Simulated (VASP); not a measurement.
# Tl (Pm-3m) in VASP: single point with PBE

Aim: the single point of Tl with PBE.

All numbers are computed with VASP 6.6.1; they aren't measurements. Logs are shortened: lines on timing, memory, paths and dates and some standing lists are left out, and cuts for length are marked.

## Step 1: The cell of the first run

Symmetry: Pm-3m, No. 221, cubic system. The conventional cell has a = 2.743 Å, b = 2.743 Å, c = 2.743 Å, α = 90.00°, β = 90.00°, γ = 90.00°. Within 3.6 Å of Tl (site symmetry m-3m) lie 6 Tl at 2.74 Å.

This isn't the form of Tl at room conditions, which is hcp.

## Step 2: Single point, PBE (20.63 Å³/atom)

The input, POSCAR:

```
Tl
1.0
    2.7425084354      0.0000000000      0.0000000000
    0.0000000000      2.7425084354      0.0000000000
    0.0000000000      0.0000000000      2.7425084354
Tl
1
Direct
    0.0000000000      0.0000000000      0.0000000000
```

The input, INCAR.step1:

```
PREC = Accurate ; ENCUT = 520
EDIFF = 1E-6 ; ISMEAR = -1
SIGMA = 0.08 ; LREAL = False
LASPH = True ; NELM = 100
ALGO = Normal ; ISIF = 2
LWAVE = False ; LCHARG = True
GGA = PE ; NBANDS = 12
```

The input, KPOINTS.step1:

```
Automatic mesh
0
Gamma
  12 12 12
```

The input, INCAR.step2:

```
PREC = Accurate ; ENCUT = 520
EDIFF = 1E-6 ; ISMEAR = -5
SIGMA = 0.08 ; LREAL = False
LASPH = True ; NELM = 100
ALGO = Normal ; ISIF = 2
LWAVE = False ; LCHARG = False
GGA = PE ; LORBIT = 10
NBANDS = 12 ; NEDOS = 2001
ICHARG = 11
```

The input, KPOINTS.step2:

```
Automatic mesh
0
Gamma
  18 18 18
```

Potentials or basis: VASP PAW PBE potentials, release 64 (Tl_d).

Run with:

```bash
$ cat potpaw_PBE.64/Tl_d/POTCAR > POTCAR
$ cp INCAR.step1 INCAR
$ cp KPOINTS.step1 KPOINTS
$ mpirun -np 1 vasp_std > vasp.out
$ cp INCAR.step2 INCAR
$ cp KPOINTS.step2 KPOINTS
$ mpirun -np 1 vasp_std > vasp.out
```

OUTCAR:

```text
PREC = Accurate
   ENCUT = 520
   EDIFF = 1E-6
   ISMEAR = -5
   LREAL = False
   LASPH = True
   NELM = 100
   ISIF = 2
   GGA = PE
   LORBIT = 10
   ICHARG = 11

 ion  position               nearest neighbor table
   1  0.000  0.000  0.000-

  LATTYP: Found a simple cubic cell.
 ALAT       =     2.7425084354

  Lattice vectors:

 A1 = (   2.7425084354,   0.0000000000,   0.0000000000)
 A2 = (   0.0000000000,   2.7425084354,   0.0000000000)
 A3 = (   0.0000000000,   0.0000000000,   2.7425084354)

Analysis of symmetry for initial positions (statically):
=====================================================================
 Subroutine PRICEL returns:
 Original cell was already a primitive cell.

 Routine SETGRP: Setting up the symmetry group for a
 simple cubic supercell.

 Subroutine GETGRP returns: Found 48 space group operations
 (whereof 48 operations were pure point group operations)
 out of a pool of 48 trial point group operations.

The static configuration has the point symmetry O_h .

Analysis of symmetry for dynamics (positions and initial velocities):
=====================================================================
 Subroutine PRICEL returns:
 Original cell was already a primitive cell.

 Routine SETGRP: Setting up the symmetry group for a
 simple cubic supercell.

 Subroutine GETGRP returns: Found 48 space group operations
 (whereof 48 operations were pure point group operations)
 out of a pool of 48 trial point group operations.

The dynamic configuration has the point symmetry O_h .

 Subroutine INISYM returns: Found 48 space group operations
 (whereof 48 operations are pure point group operations),
 and found     1 'primitive' translations

----------------------------------------------------------------------------------------

                                     Primitive cell

  volume of cell :      20.6274

  direct lattice vectors                    reciprocal lattice vectors
     2.742508435  0.000000000  0.000000000     0.364629690  0.000000000  0.000000000
     0.000000000  2.742508435  0.000000000     0.000000000  0.364629690  0.000000000
     0.000000000  0.000000000  2.742508435     0.000000000  0.000000000  0.364629690

  length of vectors
     2.742508435  2.742508435  2.742508435     0.364629690  0.364629690  0.364629690

  position of ions in fractional coordinates (direct lattice)
     0.000000000  0.000000000  0.000000000

  ion indices of the primitive-cell ions
   primitive index   ion index
                 1           1

----------------------------------------------------------------------------------------

 KPOINTS: Automatic mesh

Automatic generation of k-mesh.
 Grid dimensions read from file:
 generate k-points for:   18   18   18

 Generating k-lattice:

  Cartesian coordinates                     Fractional coordinates (reciprocal lattice)
     0.020257205  0.000000000  0.000000000     0.055555556  0.000000000  0.000000000
     0.000000000  0.020257205  0.000000000     0.000000000  0.055555556  0.000000000
     0.000000000  0.000000000  0.020257205     0.000000000  0.000000000  0.055555556

  Length of vectors
     0.020257205  0.020257205  0.020257205

  Shift w.r.t. Gamma in fractional coordinates (k-lattice)
     0.000000000  0.000000000  0.000000000

 TETIRR: Found   2900 inequivalent tetrahedra from    34992

 Subroutine IBZKPT returns following result:
 ===========================================

 Found    220 irreducible k-points:

 Following reciprocal coordinates:
            Coordinates               Weight
  0.000000  0.000000  0.000000      1.000000
  0.055556  0.000000  0.000000      6.000000
  0.111111  0.000000  0.000000      6.000000
  0.166667  0.000000  0.000000      6.000000
  0.222222  0.000000  0.000000      6.000000
  0.277778  0.000000  0.000000      6.000000
[... 16 lines left out ...]
  0.277778  0.111111  0.000000     24.000000
  0.333333  0.111111  0.000000     24.000000
 [... further k-points ...]
   k-points           NKPTS =    220   k-points in BZ     NKDIM =    220   number of bands    NBANDS=     12
   number of dos      NEDOS =   2001   number of ions     NIONS =      1
   total plane-waves  NPLWV =   8000
   dimension x,y,z NGX =    20 NGY =   20 NGZ =   20
   dimension x,y,z NGXF=    40 NGYF=   40 NGZF=   40
   ions per type =               1
   NGX,Y,Z   is equivalent  to a cutoff of  12.12, 12.12, 12.12 a.u.
   NGXF,Y,Z  is equivalent  to a cutoff of  24.25, 24.25, 24.25 a.u.
 SYSTEM =  unknown system
   PREC   = accura    normal or accurate (medium, high low for compatibility)
   ISTART =      0    job   : 0-new  1-cont  2-samecut
   ICHARG =     11    charge: 1-file 2-atom 10-const
   ISPIN  =      1    spin polarized calculation?
   LNONCOLLINEAR =      F non collinear calculations
   LSORBIT =      F    spin-orbit coupling
   LASPH  =      T    aspherical Exc in radial PAW
   ENCUT  =  520.0 eV  38.22 Ry    6.18 a.u.   5.10  5.10  5.10*2*pi/ulx,y,z
   NELM   =    100;   NELMIN=  2; NELMDL=  0     # of ELM steps
   EDIFF  = 0.1E-05   stopping-criterion for ELM
   LREAL  =      F    real-space projection
   EDIFFG = 0.1E-04   stopping-criterion for IOM
   NSW    =      0    number of steps for IOM
   IBRION =     -1    ionic relax: 0-MD 1-quasi-New 2-CG
   NFREE  =      0    steps in history (QN), initial steepest desc. (CG)
   ISIF   =      2    stress and relaxation
   ISYM   =      2    0-nonsym 1-usesym 2-fastsym
   POTIM  = 0.5000    time-step for ionic-motion
   TEBEG  =    0.0;   TEEND  =   0.0 temperature during run
   PSTRESS=    0.0 pullay stress
   NELECT =      13.0000    total number of electrons
   NUPDOWN=      -1.0000    fix difference up-down
   EMIN   =  10.00;   EMAX   =-10.00  energy-range for DOS
   EFERMI =   0.00;   METHOD = LEGACY
   ISMEAR =    -5;   SIGMA  =   0.08  broadening in eV -4-tet -1-fermi 0-gaus
   EFERMI_NEDOS =   21; number of points for ismear=-14 and -15
   IALGO  =     38    algorithm
   IMIX   =      4    mixing-type and parameters
     AMIX     =   0.40;   BMIX     =  1.00
     AMIX_MAG =   1.60;   BMIX_MAG =  1.00
  volume/ion in A,a.u.               =      20.63       139.20
  Fermi-wavevector in a.u.,A,eV,Ry     =   1.403593  2.652407 26.804489  1.970074
  Thomas-Fermi vector in A             =   2.526240
   LORBIT       =     10    0 simple, 1 ext, 2 COOP (PROOUT), +10 PAW based schemes
   GGA     = PE    functional components
   LHFCALC =     F    Hartree Fock is set to
   AEXX    =    0.0000 exact exchange contribution
   IVDW    =     0    specifies the selected vdW correction
   LEPSILON=     F    determine dielectric tensor
   LRPA    =     F    only Hartree local field effects (RPA)
 non-spin polarized calculation
 Fermi weights with tetrahedron method with Bloechl corrections
  energy-cutoff  :      520.00
  volume of cell :       20.63
 maximum number of plane-waves:       587

 number of electron      12.9999989 magnetization

 Free energy of the ion-electron system (eV)
  ---------------------------------------------------
  ext. energy  EPLUGINS =         0.00000000
  ---------------------------------------------------
  free energy    TOTEN  =        -0.98206692 eV

  energy without entropy =       -0.98206692  energy(sigma->0) =       -0.98206692

 E-fermi :  10.8458     XC(G=0): -11.8473

 val. band max:       10.9327363028   @ k =   0.5000   0.5000   0.3333
 cond. band min:      10.8850717164   @ k =   0.5000   0.4444   0.0000
 fundamental gap:     -0.0476645863
 Fermi energy:        10.8458213654

 k-point     1 :       0.0000    0.0000    0.0000
  band No.  band energies     occupation
      1      -3.3177      2.00000
      2      -3.3177      2.00000
      3      -2.2875      2.00000
      4      -0.5867      2.00000
      5      -0.5867      2.00000
      6      -0.5867      2.00000
      7      19.5345      0.00000
      8      19.5345      0.00000
      9      19.5345      0.00000
     10      24.3535      0.00000
     11      25.9559      0.00000
     12      25.9559      0.00000

 k-point     2 :       0.0556    0.0000    0.0000
  band No.  band energies     occupation
      1      -3.3111      2.00000
      2      -3.2725      2.00000
      3      -2.2131      2.00000
      4      -0.6142      2.00000
      5      -0.6142      2.00000
      6      -0.5843      2.00000
      7      18.7851      0.00000
      8      19.6382      0.00000
      9      19.6382      0.00000
     10      24.6928      0.00000
     11      25.8561      0.00000
     12      26.4466      0.00000

 k-point     3 :       0.1111    0.0000    0.0000
  band No.  band energies     occupation
      1      -3.2926      2.00000
      2      -3.1567      2.00000
      3      -1.9738      2.00000
      4      -0.6928      2.00000
      5      -0.6928      2.00000
      6      -0.5777      2.00000
      7      17.2061      0.00000
      8      19.9425      0.00000
      9      19.9425      0.00000
     10      24.9710      0.00000
     11      25.5762      0.00000
     12      27.9797      0.00000
[... 286 lines left out ...]
 k-point    23 :       0.2778    0.1111    0.0000
  band No.  band energies     occupation
      1      -3.0794      2.00000
      2      -2.5391      2.00000
      3      -1.3155      2.00000
      4      -1.0858      2.00000
      5      -0.6431      2.00000
      6       0.2367      2.00000
      7      12.0710     -0.08486
      8      19.1378      0.00000
      9      22.2497      0.00000
     10      24.4856      0.00000
     11      26.6393      0.00000
     12      30.5789      0.00000

 k-point    24 :       0.3333    0.1111    0.0000
  band No.  band energies     occupation
      1      -3.0407      2.00000
      2      -2.4103      2.00000
      3      -1.4403      2.00000
      4      -1.2184      2.00000
      5      -0.6296      2.00000
      6       1.2317      2.00000
      7      10.2941      1.67766
      8      19.8483      0.00000
      9      23.0673      0.00000
     10      24.0911      0.00000
     11      25.8609      0.00000
     12      30.5672      0.00000

 [... further k-points ...]
[... 5 lines left out ...]
  --------------------------------------------------------------------------------------
  -------------------------------------------------------------------------------------
  Total        5.7490417      5.7490417      5.7490417     -0.0000000      0.0000000     -0.0000000
  in kB      446.5418063    446.5418063    446.5418063     -0.0000000      0.0000000     -0.0000000
  external PRESSURE =     446.5418063 kB  Pullay stress =       0.0000000 kB

 VOLUME and BASIS-vectors are now :
 -----------------------------------------------------------------------------
  energy-cutoff  :      520.00
  volume of cell :       20.63
      direct lattice vectors                 reciprocal lattice vectors
     2.742508435  0.000000000  0.000000000     0.364629690  0.000000000  0.000000000
     0.000000000  2.742508435  0.000000000     0.000000000  0.364629690  0.000000000
     0.000000000  0.000000000  2.742508435     0.000000000  0.000000000  0.364629690

 POSITION                                       TOTAL-FORCE (eV/Angst)
 -----------------------------------------------------------------------------------
      0.00000      0.00000      0.00000         0.000000      0.000000      0.000000
 -----------------------------------------------------------------------------------
    total drift:                                0.000000      0.000000      0.000000

  FREE ENERGIE OF THE ION-ELECTRON SYSTEM (eV)
  ---------------------------------------------------
  free  energy   TOTEN  =        -0.9820669211 eV

  energy  without entropy=       -0.9820669211  energy(sigma->0) =       -0.98206692

 total charge

# of ion       s       p       d       tot
------------------------------------------
    1        1.137   0.769   9.674  11.580
```

It took 14 s on 1 thread of Intel Xeon 6975P-C (Granite Rapids), shared host; peak memory 0.16 GiB.

What came out:

```
Valence electrons inside the program's atomic spheres : Tl 11.58
```

Levels at points of the mesh, in eV from the Fermi level:
| k point | band 2 | band 3 | band 4 | band 5 | band 6 | band 7 | band 8 | band 9 | band 10 | band 11 |
| --- | --- | --- | --- | --- | --- | --- | --- | --- | --- | --- |
| (0.00, 0.00, 0.00) | -14.16 | -13.13 | -11.43 | -11.43 | -11.43 | 8.69 | 8.69 | 8.69 | 13.51 | 15.11 |
| (0.50, 0.00, 0.00) | -13.29 | -12.28 | -12.28 | -11.36 | -6.40 | -5.28 | 12.37 | 13.36 | 13.36 | 13.82 |
| (0.50, 0.50, 0.00) | -13.45 | -12.15 | -12.15 | -10.66 | -1.57 | -1.41 | -1.41 | 5.50 | 15.98 | 15.98 |
| (0.50, 0.50, 0.50) | -13.43 | -13.43 | -10.60 | -10.60 | 2.61 | 2.61 | 2.61 | 4.01 | 6.52 | 10.17 |

Caveat: spin-orbit coupling is left out, which moves the levels of the heavy elements; tetrahedron occupations give inexact forces and stress in metals.
